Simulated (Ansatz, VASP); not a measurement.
MgSe: VASP beside Ansatz

INCAR

```
ALGO = Normal
EDIFF = 1E-6
ENCUT = 600
GGA = PE
GGA_COMPAT = False
ISIF = 2
ISMEAR = 0
LASPH = True
LCHARG = False
LREAL = False
LWAVE = False
NBANDS = 11
NELM = 120
PREC = Accurate
SIGMA = 0.01
```

KPOINTS

```
k-points
0
Gamma
  8 8 8
```

POSCAR

```
MgSe
1.0
    0.0000000000      2.7362693764      2.7362693764
    2.7362693764      0.0000000000      2.7362693764
    2.7362693764      2.7362693764      0.0000000000
Mg Se
1 1
Direct
    0.0000000000      0.0000000000      0.0000000000
    0.5000000000      0.5000000000      0.5000000000
```

Input for Ansatz:

```yaml
crystal:
  lattice:
    - [0.0, 2.7362693764, 2.7362693764]
    - [2.7362693764, 0.0, 2.7362693764]
    - [2.7362693764, 2.7362693764, 0.0]
  atoms:
    - { symbol: Mg, position: [0.0, 0.0, 0.0] }
    - { symbol: Se, position: [0.5, 0.5, 0.5] }
kpoints:
  mp_grid: { grid: [8, 8, 8] }
  band_path:
    path:
      - [0.0, 0.0, 0.0]
      - [0.5, 0.0, 0.5]
      - [0.625, 0.25, 0.625]
      - [0.375, 0.375, 0.75]
      - [0.5, 0.5, 0.5]
      - [0.5, 0.25, 0.75]
      - [0.0, 0.5, 0.5]
    npoints: 1
hamiltonian:
  xc: pbe
scf:
  occupations: { method: fixed }
  n_extra_bands: 4
output:
  forces: true
  stress: true
  eigenvalues: true
```

Alike in both runs: task single point; functional PBE; k mesh 8 × 8 × 8; no spin polarisation.

```csv
,VASP,Ansatz
version,VASP 6.6.1,Ansatz 0.2.0
potentials or method,"VASP PAW PBE potentials, release 64 (Mg, Se)","plane waves, PAW"
plane-wave cutoff (eV),600,420
occupations,"gaussian, width 0.01 eV",fixed
valence electrons in the cell,8,26
```

|  | VASP | Ansatz | Ansatz less VASP |
| --- | --- | --- | --- |
| gap on the k mesh at the Fermi level (eV) | 1.78 | 1.80 | +0.023 |
| pressure (GPa) | 1.1 | 1.2 | +0.12 |

VASP's potentials hold 8 valence electrons a cell and Ansatz's 26, so a difference there can come from the potentials and not from the codes.
